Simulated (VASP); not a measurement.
Runs of VASP 6.6.1 on CdSe (Cadmoselite). The structure is that of space group P6_3mc (No. 186), or close to it. The cells are those of the table. 

| task | level | potentials or basis | cell | cutoff (eV) | gap on the mesh (eV) | pressure (GPa) | largest force (eV/Å) |
| --- | --- | --- | --- | --- | --- | --- | --- |
| single point | PBE | VASP PAW PBE potentials, release 64 (Cd, Se) | a = 4.357, b = 4.357, c = 7.112 Å, angles 90.0, 90.0, 120.0°, 4 atoms | 520 | (a) | 1.2 | 0.25 |
| single point | LDA | VASP PAW LDA potentials, release 64 (Cd, Se) | a = 4.328, b = 4.328, c = 7.066 Å, angles 90.0, 90.0, 120.0°, 4 atoms | 520 | 0.42 | -2.3 | 0.25 |
| relaxation of cell and atoms | PBEsol+D4 | VASP PAW PBE potentials, release 64 (Cd, Se) | relaxed from a = 4.300, b = 4.300, c = 7.020 Å, angles 90.0, 90.0, 120.0°, 4 atoms | 600 | 0.57 | 0.0 | - |
| single point | LDA | VASP PAW LDA potentials, release 64 (Cd, Se) | a = 4.212, b = 4.212, c = 6.877 Å, angles 90.0, 90.0, 120.0°, 4 atoms | 520 | 0.59 | 2.3 | 0.33 |
| single point | LDA | VASP PAW LDA potentials, release 64 (Cd, Se) | a = 4.300, b = 4.300, c = 7.020 Å, angles 90.0, 90.0, 120.0°, 4 atoms | 520 | (b) | -1.4 | 0.27 |

Alike in all rows: no spin polarisation; k mesh 7 × 7 × 4; smearing fermi-dirac 0.05 eV.

Question: Estimate the missing entries.

Answer: (a) 0.62; (b) 0.46.

Caveats: the PAW data sets were made with another functional, which shifts forces and pressure a little (some runs).

A k mesh can miss the band edges, and the runs leave out spin-orbit coupling on Cd, Se.
